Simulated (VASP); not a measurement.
# SbBr: relaxation of cell and atoms with PBE

Crystal: SbBr.

```
Sb Br
1.0
     4.27591    0.00000    0.00000
     0.00000    4.27591    0.00000
     0.00000    0.00000    4.27591
Sb Br
1 1
Cartesian
  2.1380 2.1380 2.1380
  0.0000 0.0000 0.0000
```

The cell was generated, and may not be a known phase.

```yaml
Program: VASP 6.6.1
Task: relaxation of cell and atoms
Functional: PBE
Potentials_or_basis: VASP PAW PBE potentials, release 64 (Sb, Br)
Cutoff: 500 eV
k_mesh: 4 × 4 × 4
Occupations: gaussian, width 0.1 eV
Spin: no spin polarisation
Dipole_correction: no
Further_INCAR_settings: ALGO = Normal; EDIFF = 1e-07; IBRION = 2; EDIFFG = -0.04; NSW = 90; ISIF = 3
```

- Relaxed volume: 26.62 Å³/atom
- Relaxed cell: a = 3.762 Å, b = 3.762 Å, c = 3.762 Å, α = 90.00°, β = 90.00°, γ = 90.00°
- Space group after relaxing (to 0.1 Å): Pm-3m (No. 221)
- Energy gained by relaxing: 380.6 meV/atom
- Ionic steps: 4
- Pressure after relaxing: 0.2 GPa
- Band gap on the k mesh: zero (bands 6 and 7 overlap by 5.14 eV)

Step by step:
```tsv
step	energy change (eV)	largest force (eV/Å)	pressure (GPa)	volume (Å³)
1	0.0000	0.0000	-6.64	78.18
2	-0.6366	0.0000	-4.46	61.24
3	-0.7593	0.0000	-0.71	54.31
4	-0.7611	0.0000	0.20	53.23
```

Final structure:
```
Sb Br
1.0
     3.76172    0.00000    0.00000
     0.00000    3.76172    0.00000
     0.00000    0.00000    3.76172
Sb Br
1 1
Direct
  0.50000 0.50000 0.50000
  0.00000 0.00000 0.00000
```

Levels at points of the mesh, in eV from the Fermi level:
| k point | band 2 | band 3 | band 4 | band 5 | band 6 | band 7 | band 8 | band 9 | band 10 |
| --- | --- | --- | --- | --- | --- | --- | --- | --- | --- |
| (0.00, 0.00, 0.00) | -9.16 | -3.87 | -3.87 | -3.87 | 2.71 | 2.71 | 2.71 | 3.59 | 3.59 |
| (0.50, 0.00, 0.00) | -10.23 | -3.03 | -3.03 | -2.77 | -2.27 | 0.97 | 0.97 | 5.89 | 6.12 |
| (0.50, 0.50, 0.00) | -8.77 | -6.20 | -6.20 | -2.75 | 1.21 | 1.21 | 2.02 | 4.94 | 6.78 |
| (0.50, 0.50, 0.50) | -7.80 | -4.69 | -4.69 | -4.69 | -2.43 | -2.43 | -2.43 | 10.39 | 10.39 |

It took 53 s on 1 thread of Intel Xeon 8259CL, on a shared host, peak memory 0.18 GiB.

Caveat: the k points lie up to 0.42 Å⁻¹ apart in the final cell, too coarse for converged energies and pressures of a metal; the volume moved by over 15 % at a fixed basis, so the end points are rough; spin-orbit coupling is left out, which moves the levels of the heavy elements.
